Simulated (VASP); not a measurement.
**BP: vibrations by perturbation theory with LDA**

The system is BP.

```
B P
1.0
     0.00000    2.26900    2.26900
     2.26900    0.00000    2.26900
     2.26900    2.26900    0.00000
B P
1 1
Direct
  0.00000 0.00000 0.00000
  0.25000 0.25000 0.25000
```

* Program: VASP 6.6.1
* Task: vibrations by perturbation theory
* Functional: LDA
* Potentials or basis: VASP PAW LDA potentials, release 64 (B, P)
* Cutoff: 520 eV
* k mesh: 6 × 6 × 6
* Occupations: gaussian, width 0.01 eV
* Spin: no spin polarisation
* Dipole correction: no
* Further INCAR settings: ALGO = Normal; EDIFF = 1e-08; IBRION = 8; NSW = 1

| Property | Result |
| --- | --- |
| Electronic dielectric tensor (diagonal) | 10.42 |
| Born charges (mean of the diagonal) | B -0.50; P +0.50 e |
| Highest phonon frequency at Γ, LO-TO splitting left out | 796 cm⁻¹ |

Phonon frequencies in cm⁻¹ (negative: imaginary):
| q point | frequencies |
| --- | --- |
| (0.000, 0.000, 0.000) | 0 0 0 796 796 796 |

Electronic dielectric tensor:
```
10.42  0.00  0.00
 0.00 10.42  0.00
 0.00  0.00 10.42
```

Born effective charge tensors (e):
atom 1, B
```
-0.50  0.00  0.00
 0.00 -0.50  0.00
 0.00  0.00 -0.50
```
atom 2, P
```
0.50 0.00 0.00
0.00 0.50 0.00
0.00 0.00 0.50
```

Wall time 110 s on 1 thread of AMD EPYC 7R13 (shared host), peak memory 0.12 GiB.

Caveat: the k points lie up to 0.40 Å⁻¹ apart; the cell wasn't relaxed at this level first, which shifts response properties.
